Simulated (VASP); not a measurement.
# GaCuSe2 (I-42d) in VASP: a series of runs

Aim: see how the results for GaCuSe2 move with the level of theory and the settings. Levels: BLYP, PBEsol. Tasks: single point.

Everything below comes from runs of VASP 6.6.1. Logs are shortened: lines on timing, memory, paths and dates and some standing lists are left out, and cuts for length are marked.

**Experimental background.**

From “Growth and anisotropy of transport properties of CuGaSe2 single crystals”, 2018, pmc:6251020, for a bulk crystal of GaCuSe2: band gap 1.72 eV.

How close the calculation comes is told below.

## Step 1: The cell of the first run

It takes space group I-42d (No. 122, tetragonal). The conventional cell has a = 5.619 Å, b = 5.619 Å, c = 11.026 Å, α = 90.00°, β = 90.00°, γ = 90.00°. Se (site symmetry 2) has 2 Ga at 2.42 Å and 2 Cu at 2.42 Å within 3.2 Å. Ga (site symmetry -4) has 4 Se at 2.42 Å within 3.2 Å. Cu (site symmetry -4) has 4 Se at 2.42 Å within 3.2 Å.

## Step 2: Single point, BLYP

Input file INCAR:

```
SYSTEM = GaCuSe2
  AGGAC = 1.0
  AGGAX = 1.0
  ALDAC = 0.0
  ALDAX = 1.0
  ALGO = Normal
  EDIFF = 1E-6
  ENCUT = 520
  GGA = B5
  ISIF = 2
  ISMEAR = -1
  LASPH = .TRUE.
  LCHARG = .TRUE.
  LELF = .TRUE.
  LREAL = .FALSE.
  LVHAR = .TRUE.
  LWAVE = .FALSE.
  NBANDS = 46
  NELM = 60
  PREC = Accurate
  SIGMA = 0.05
```

Input file KPOINTS:

```
k-points
0
G
  7 7 7
  0 0 0
```

Input file POSCAR:

```
GaCuSe2
1.0
   -2.8095500000      2.8095500000      5.5130000000
    2.8095500000     -2.8095500000      5.5130000000
    2.8095500000      2.8095500000     -5.5130000000
Se Ga Cu
4 2 2
Direct
    0.1256200000      0.6250000000      0.0006200000
    0.8750000000      0.8743800000      0.4993800000
    0.6243800000      0.1250000000      0.9993800000
    0.3750000000      0.3756200000      0.5006200000
    0.2500000000      0.7500000000      0.5000000000
    0.5000000000      0.5000000000      0.0000000000
    0.7500000000      0.2500000000      0.5000000000
    0.0000000000      0.0000000000      0.0000000000
```

Potentials or basis: VASP PAW PBE potentials, release 64 (Se, Ga_d, Cu).

On the command line:

```console
$ cat potpaw_PBE.64/Se/POTCAR potpaw_PBE.64/Ga_d/POTCAR potpaw_PBE.64/Cu/POTCAR > POTCAR
$ mpirun -np 1 vasp_std > vasp.out
```

OUTCAR:

```text
SYSTEM = GaCuSe2
   EDIFF = 1E-6
   ENCUT = 520
   GGA = B5
   ISIF = 2
   ISMEAR = -1
   LASPH = .TRUE.
   LREAL = .FALSE.
   NELM = 60
   PREC = Accurate

 ion  position               nearest neighbor table
   1  0.126  0.625  0.001-   6 2.42   5 2.42   8 2.42   7 2.42
   2  0.875  0.874  0.499-   6 2.42   5 2.42   8 2.42   7 2.42
   3  0.624  0.125  0.999-   5 2.42   6 2.42   7 2.42   8 2.42
   4  0.375  0.376  0.501-   5 2.42   6 2.42   7 2.42   8 2.42
   5  0.250  0.750  0.500-   3 2.42   4 2.42   1 2.42   2 2.42
   6  0.500  0.500  0.000-   1 2.42   2 2.42   4 2.42   3 2.42
   7  0.750  0.250  0.500-   2 2.42   4 2.42   3 2.42   1 2.42
   8  0.000  0.000  0.000-   1 2.42   3 2.42   2 2.42   4 2.42

  LATTYP: Found a body centered tetragonal cell.
 ALAT       =     5.6191000000
 C/A-ratio  =     1.9622359453

  Lattice vectors:

 A1 = (  -2.8095500000,   2.8095500000,   5.5130000000)
 A2 = (   2.8095500000,  -2.8095500000,   5.5130000000)
 A3 = (   2.8095500000,   2.8095500000,  -5.5130000000)

Analysis of symmetry for initial positions (statically):
=====================================================================
 Subroutine PRICEL returns:
 Original cell was already a primitive cell.

 Routine SETGRP: Setting up the symmetry group for a
 body centered tetragonal supercell.

 Subroutine GETGRP returns: Found  8 space group operations
 (whereof  4 operations were pure point group operations)
 out of a pool of 16 trial point group operations.

The static configuration has the point symmetry S_4 .
 The point group associated with its full space group is D_2d.

Analysis of symmetry for dynamics (positions and initial velocities):
=====================================================================
 Subroutine PRICEL returns:
 Original cell was already a primitive cell.

 Routine SETGRP: Setting up the symmetry group for a
 body centered tetragonal supercell.

 Subroutine GETGRP returns: Found  8 space group operations
 (whereof  4 operations were pure point group operations)
 out of a pool of 16 trial point group operations.

The dynamic configuration has the point symmetry S_4 .
 The point group associated with its full space group is D_2d.

 Subroutine INISYM returns: Found  8 space group operations
 (whereof  4 operations are pure point group operations),
 and found     1 'primitive' translations

----------------------------------------------------------------------------------------

                                     Primitive cell

  volume of cell :     174.0690

  direct lattice vectors                    reciprocal lattice vectors
    -2.809550000  2.809550000  5.513000000     0.000000000  0.177964443  0.090694722
     2.809550000 -2.809550000  5.513000000     0.177964443  0.000000000  0.090694722
     2.809550000  2.809550000 -5.513000000     0.177964443  0.177964443  0.000000000

  length of vectors
     6.795609715  6.795609715  6.795609715     0.199742022  0.199742022  0.251679728

  position of ions in fractional coordinates (direct lattice)
     0.125620000  0.625000000  0.000620000
     0.875000000  0.874380000  0.499380000
     0.624380000  0.125000000  0.999380000
     0.375000000  0.375620000  0.500620000
     0.250000000  0.750000000  0.500000000
     0.500000000  0.500000000  0.000000000
     0.750000000  0.250000000  0.500000000
     0.000000000  0.000000000  0.000000000

  ion indices of the primitive-cell ions
   primitive index   ion index
                 1           1
                 2           2
                 3           3
                 4           4
                 5           5
                 6           6
                 7           7
                 8           8

----------------------------------------------------------------------------------------

 KPOINTS: k-points

Automatic generation of k-mesh.
 Grid dimensions read from file:
 generate k-points for:    7    7    7

 Generating k-lattice:

  Cartesian coordinates                     Fractional coordinates (reciprocal lattice)
     0.000000000  0.025423492  0.012956389     0.142857143  0.000000000  0.000000000
     0.025423492  0.000000000  0.012956389     0.000000000  0.142857143  0.000000000
     0.025423492  0.025423492  0.000000000     0.000000000  0.000000000  0.142857143

  Length of vectors
     0.028534575  0.028534575  0.035954247

  Shift w.r.t. Gamma in fractional coordinates (k-lattice)
     0.000000000  0.000000000  0.000000000

 Subroutine IBZKPT returns following result:
 ===========================================

 Found     40 irreducible k-points:

 Following reciprocal coordinates:
            Coordinates               Weight
  0.000000  0.000000  0.000000      1.000000
  0.142857  0.000000  0.000000      8.000000
  0.285714  0.000000 -0.000000      8.000000
  0.428571 -0.000000  0.000000      8.000000
  0.142857  0.142857  0.000000      8.000000
  0.285714  0.142857  0.000000     16.000000
[... 16 lines left out ...]
 -0.142857  0.285714  0.142857      8.000000
 -0.428571  0.428571  0.142857      8.000000
 [... further k-points ...]
   k-points           NKPTS =     40   k-points in BZ     NKDIM =     40   number of bands    NBANDS=     46
   number of dos      NEDOS =    301   number of ions     NIONS =      8
   total plane-waves  NPLWV = 157464
   dimension x,y,z NGX =    54 NGY =   54 NGZ =   54
   dimension x,y,z NGXF=   108 NGYF=  108 NGZF=  108
   ions per type =               4   2   2
   NGX,Y,Z   is equivalent  to a cutoff of  13.21, 13.21, 13.21 a.u.
   NGXF,Y,Z  is equivalent  to a cutoff of  26.42, 26.42, 26.42 a.u.
 SYSTEM =  GaCuSe2
   PREC   = accura    normal or accurate (medium, high low for compatibility)
   ISTART =      0    job   : 0-new  1-cont  2-samecut
   ICHARG =      2    charge: 1-file 2-atom 10-const
   ISPIN  =      1    spin polarized calculation?
   LNONCOLLINEAR =      F non collinear calculations
   LSORBIT =      F    spin-orbit coupling
   LASPH  =      T    aspherical Exc in radial PAW
   ENCUT  =  520.0 eV  38.22 Ry    6.18 a.u.  12.64 12.64 12.64*2*pi/ulx,y,z
   NELM   =     60;   NELMIN=  2; NELMDL= -5     # of ELM steps
   EDIFF  = 0.1E-05   stopping-criterion for ELM
   LREAL  =      F    real-space projection
   EDIFFG = 0.1E-04   stopping-criterion for IOM
   NSW    =      0    number of steps for IOM
   IBRION =     -1    ionic relax: 0-MD 1-quasi-New 2-CG
   NFREE  =      0    steps in history (QN), initial steepest desc. (CG)
   ISIF   =      2    stress and relaxation
   ISYM   =      2    0-nonsym 1-usesym 2-fastsym
   POTIM  = 0.5000    time-step for ionic-motion
   TEBEG  =    0.0;   TEEND  =   0.0 temperature during run
   PSTRESS=    0.0 pullay stress
   NELECT =      72.0000    total number of electrons
   NUPDOWN=      -1.0000    fix difference up-down
   EMIN   =  10.00;   EMAX   =-10.00  energy-range for DOS
   EFERMI =   0.00;   METHOD = LEGACY
   ISMEAR =    -1;   SIGMA  =   0.05  broadening in eV -4-tet -1-fermi 0-gaus
   EFERMI_NEDOS =   21; number of points for ismear=-14 and -15
   IALGO  =     38    algorithm
   IMIX   =      4    mixing-type and parameters
     AMIX     =   0.40;   BMIX     =  1.00
     AMIX_MAG =   1.60;   BMIX_MAG =  1.00
  volume/ion in A,a.u.               =      21.76       146.83
  Fermi-wavevector in a.u.,A,eV,Ry     =   1.219772  2.305034 20.243327  1.487843
  Thomas-Fermi vector in A             =   2.355012
   LORBIT       =      0    0 simple, 1 ext, 2 COOP (PROOUT), +10 PAW based schemes
   GGA     = B5    functional components
   LHFCALC =     F    Hartree Fock is set to
   AEXX    =    0.0000 exact exchange contribution
   IVDW    =     0    specifies the selected vdW correction
   LEPSILON=     F    determine dielectric tensor
   LRPA    =     F    only Hartree local field effects (RPA)
 non-spin polarized calculation
  energy-cutoff  :      520.00
  volume of cell :      174.07
 maximum number of plane-waves:      4730
 NGX is ok and might be reduce to    54
   NGX = 25   NGY = 25   NGZ = 25

 number of electron      72.0000027 magnetization

 Free energy of the ion-electron system (eV)
  ---------------------------------------------------
  ext. energy  EPLUGINS =         0.00000000
  ---------------------------------------------------
  free energy    TOTEN  =       -26.32196134 eV

  energy without entropy =      -26.32162164  energy(sigma->0) =      -26.32179149

 E-fermi :   4.5748     XC(G=0):  -9.0831

 val. band max:        4.4224824983   @ k =   0.0000   0.0000   0.0000
 cond. band min:       4.6695159503   @ k =   0.0000   0.0000   0.0000
 fundamental gap:      0.2470334520
 Fermi energy:         4.5747813571

 k-point     1 :       0.0000    0.0000    0.0000
  band No.  band energies     occupation
      1     -11.2280      2.00000
      2     -11.2280      2.00000
      3     -11.2279      2.00000
      4     -11.0761      2.00000
      5     -11.0615      2.00000
      6     -11.0615      2.00000
[... 38 lines left out ...]
     45       9.4106      0.00000
     46       9.5094      0.00000

 k-point     2 :       0.1429    0.0000    0.0000
  band No.  band energies     occupation
      1     -11.2319      2.00000
      2     -11.2282      2.00000
      3     -11.2241      2.00000
      4     -11.0811      2.00000
      5     -11.0676      2.00000
      6     -11.0606      2.00000
[... 38 lines left out ...]
     45       9.4693      0.00000
     46       9.8518      0.00000

 k-point     3 :       0.2857    0.0000   -0.0000
  band No.  band energies     occupation
      1     -11.2379      2.00000
      2     -11.2306      2.00000
      3     -11.2146      2.00000
      4     -11.1001      2.00000
      5     -11.0720      2.00000
      6     -11.0589      2.00000
[... 38 lines left out ...]
     45       9.7818      0.00000
     46      10.2193      0.00000

 k-point     4 :       0.4286   -0.0000    0.0000
  band No.  band energies     occupation
      1     -11.2422      2.00000
      2     -11.2329      2.00000
      3     -11.2048      2.00000
      4     -11.1177      2.00000
      5     -11.0731      2.00000
      6     -11.0577      2.00000
[... 920 lines left out ...]
     45       9.9730      0.00000
     46      10.6938      0.00000

 k-point    23 :      -0.1429    0.2857    0.1429
  band No.  band energies     occupation
      1     -11.2444      2.00000
      2     -11.2292      2.00000
      3     -11.2083      2.00000
      4     -11.1132      2.00000
      5     -11.0735      2.00000
      6     -11.0576      2.00000
[... 38 lines left out ...]
     45      10.1779      0.00000
     46      10.4302      0.00000

 k-point    24 :      -0.4286    0.4286    0.1429
  band No.  band energies     occupation
      1     -11.2447      2.00000
      2     -11.2389      2.00000
      3     -11.1796      2.00000
      4     -11.1484      2.00000
      5     -11.0690      2.00000
      6     -11.0643      2.00000
[... 38 lines left out ...]
     45      10.0383      0.00000
     46      10.2338      0.00000

 [... further k-points ...]

------------------------ aborting loop because EDIFF is reached ----------------------------------------

  FORCE on cell =-STRESS in cart. coord.  units (eV):
  Direction    XX          YY          ZZ          XY          YZ          ZX
  --------------------------------------------------------------------------------------
  -------------------------------------------------------------------------------------
  Total        7.6397402      7.6397402      7.7809167      0.0000000     -0.0000000      0.0000000
  in kB       70.3181861     70.3181861     71.6176115      0.0000000     -0.0000000      0.0000000
  external PRESSURE =      70.7513279 kB  Pullay stress =       0.0000000 kB

 VOLUME and BASIS-vectors are now :
 -----------------------------------------------------------------------------
  energy-cutoff  :      520.00
  volume of cell :      174.07
      direct lattice vectors                 reciprocal lattice vectors
    -2.809550000  2.809550000  5.513000000     0.000000000  0.177964443  0.090694722
     2.809550000 -2.809550000  5.513000000     0.177964443  0.000000000  0.090694722
     2.809550000  2.809550000 -5.513000000     0.177964443  0.177964443  0.000000000

 POSITION                                       TOTAL-FORCE (eV/Angst)
 -----------------------------------------------------------------------------------
      1.40478     -1.40129      4.13475        -0.000000     -0.367172      0.000000
      1.40129      1.40477      6.89125         0.367172      0.000000     -0.000000
      1.40477      4.21084     -1.37825        -0.000000      0.367172     -0.000000
      1.40826      1.40478      1.37825        -0.367172      0.000000      0.000000
      2.80955     -0.00000      2.75650        -0.000000      0.000000      0.000000
      0.00000      0.00000      5.51300        -0.000000      0.000000      0.000000
     -0.00000      2.80955      2.75650        -0.000000      0.000000      0.000000
      0.00000      0.00000      0.00000        -0.000000      0.000000     -0.000000
 -----------------------------------------------------------------------------------
    total drift:                               -0.000007     -0.000007     -0.000007

  FREE ENERGIE OF THE ION-ELECTRON SYSTEM (eV)
  ---------------------------------------------------
  free  energy   TOTEN  =       -26.3219613447 eV

  energy  without entropy=      -26.3216216415  energy(sigma->0) =      -26.32179149
```

Wall time 23 min (1 thread of Intel Xeon 8259CL, shared host); peak memory 0.59 GiB.

What came out:

- Free energy: -26.3220 eV
- Pressure: 7.1 GPa
- Largest force: 0.367 eV/Å
- Band gap on the k mesh: 0.25 eV

Forces on the atoms (eV/Å):
```
Se   0.000 -0.367  0.000
Se   0.367  0.000  0.000
Se   0.000  0.367  0.000
Se  -0.367  0.000  0.000
Ga   0.000  0.000  0.000
Ga   0.000  0.000  0.000
Cu   0.000  0.000  0.000
Cu   0.000  0.000  0.000
```

Caveat: the cell stands under pressure; semilocal functionals underestimate gaps, and a narrow one can read as zero; the PAW data sets were made with another functional, which shifts forces and pressure a little.

## Step 3: Single point, PBEsol

Input file INCAR:

```
SYSTEM = GaCuSe2
ALGO = Normal
EDIFF = 1E-6
ENCUT = 520
GGA = PS
ISIF = 2
ISMEAR = -1
LASPH = .True.
LCHARG = .False.
LREAL = .False.
LWAVE = .False.
NBANDS = 46
NELM = 100
PREC = Accurate
SIGMA = 0.05
```

Input file KPOINTS:

```
k-points
0
Gamma
  7 7 7
  0 0 0
```

POSCAR is that of step 2.

Potentials or basis: VASP PAW PBE potentials, release 64 (Se, Ga_d, Cu).

On the command line:

```console
$ cat potpaw_PBE.64/Se/POTCAR potpaw_PBE.64/Ga_d/POTCAR potpaw_PBE.64/Cu/POTCAR > POTCAR
$ mpirun -np 1 vasp_std > vasp.out
```

It took 13 min on 1 thread of Intel Xeon Platinum 8259CL at 2.50GHz (Skylake/Cascade Lake), shared host; peak memory 0.57 GiB.

It converged, with:

```yaml
Free_energy: -34.3655 eV
Pressure: -0.5 GPa
Largest_force: 0.412 eV/Å
Band_gap_on_the_k_mesh: 0.18 eV
```

Forces in eV/Å, atoms in the order of the input:
```
Se   0.000 -0.412  0.000
Se   0.412  0.000  0.000
Se   0.000  0.412  0.000
Se  -0.412  0.000  0.000
Ga   0.000  0.000  0.000
Ga   0.000  0.000  0.000
Cu   0.000  0.000  0.000
Cu   0.000  0.000  0.000
```

Stress tensor (GPa, compression positive):
```
-0.57  0.00  0.00
 0.00 -0.57  0.00
 0.00  0.00 -0.34
```

Levels at points of the mesh, in eV from the valence-band top:
```csv
k point,band 33,band 34,band 35,band 36,band 37,band 38,band 39,band 40
"(0.00, 0.00, 0.00)",-1.57,-0.13,-0.13,0.00,0.18,1.82,2.24,3.96
```

Caveat: semilocal functionals underestimate gaps, and a narrow one can read as zero; the PAW data sets were made with another functional, which shifts forces and pressure a little.

## Step 4: Against experiment

Step 3. Against the measured gap of GaCuSe2, 1.72 eV (“Growth and anisotropy of transport properties of CuGaSe2 single crystals”, 2018, pmc:6251020), the calculated 0.18 eV is off by -1.54 eV. So large a miss can be the level of theory's own, or it may mean another phase, state or a wrong row. 2 values of this kind are on record in papers (1.7 to 1.72 eV); this one was drawn at random among those near their median. Spin-orbit coupling on Ga, Se is left out. The value is that of PBEsol, without temperature or zero-point motion. Semilocal functionals fall short of measured gaps as a rule.
